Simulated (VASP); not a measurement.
Wanted: the native input for a VASP 6.6.1 run.

```yaml
Task: relaxation of cell and atoms
Functional: PBE
Potentials_or_basis: VASP PAW PBE potentials, release 64 (Pd)
Cutoff: 600 eV
k_mesh: 17 × 17 × 17
Occupations: fermi-dirac, width 0.08 eV
Spin: no spin polarisation
Target_pressure: 22 GPa
Dipole_correction: no
Further_INCAR_settings: ALGO = Normal; EDIFF = 1e-07; IBRION = 2; EDIFFG = -0.005; NSW = 60; ISIF = 3
```

The structure of Pd lies in POSCAR:

```
Pd
1.0
    0.0000000000      1.9085321876      1.9085321876
    1.9085321876      0.0000000000      1.9085321876
    1.9085321876      1.9085321876      0.0000000000
Pd
1
Direct
    0.0000000000      0.0000000000      0.0000000000
```

The input as run:

INCAR

```
SYSTEM = Pd
  ALGO = Normal
  EDIFF = 1E-7
  EDIFFG = -0.005
  ENCUT = 600
  GGA = PE
  IBRION = 2
  ISIF = 3
  ISMEAR = -1
  LASPH = .TRUE.
  LCHARG = .FALSE.
  LREAL = .FALSE.
  LWAVE = .FALSE.
  NELM = 100
  NSW = 60
  PREC = Accurate
  PSTRESS = 220.0
  SIGMA = 0.08
```

KPOINTS

```
k-points
0
G
  17 17 17
  0 0 0
```

Potentials or basis: VASP PAW PBE potentials, release 64 (Pd).

Launch:

```bash
$ cat potpaw_PBE.64/Pd/POTCAR > POTCAR
$ mpirun -np 1 vasp_std > vasp.out
```

It gave:

```
Relaxed volume                                             : 13.86 Å³/atom
Relaxed cell                                               : a = 2.696 Å, b = 2.696 Å, c = 2.696 Å, α = 60.00°, β = 60.00°, γ = 60.00°
Space group after relaxing (to 0.1 Å)                      : Fm-3m (No. 225)
Energy change on relaxing (the run minimises the enthalpy) : +6.3 meV/atom
Ionic steps                                                : 3
Pressure after relaxing                                    : 22.0 GPa
Band gap on the k mesh                                     : zero (bands 5 and 6 overlap by 1.73 eV)
```

Caveat: the cell is relaxed towards a set pressure, so the run minimises the enthalpy, not the energy.

Wall time 30 s on 1 thread of AMD EPYC 9R45 96-Core Processor (Zen 5) (shared host), peak memory 0.13 GiB.
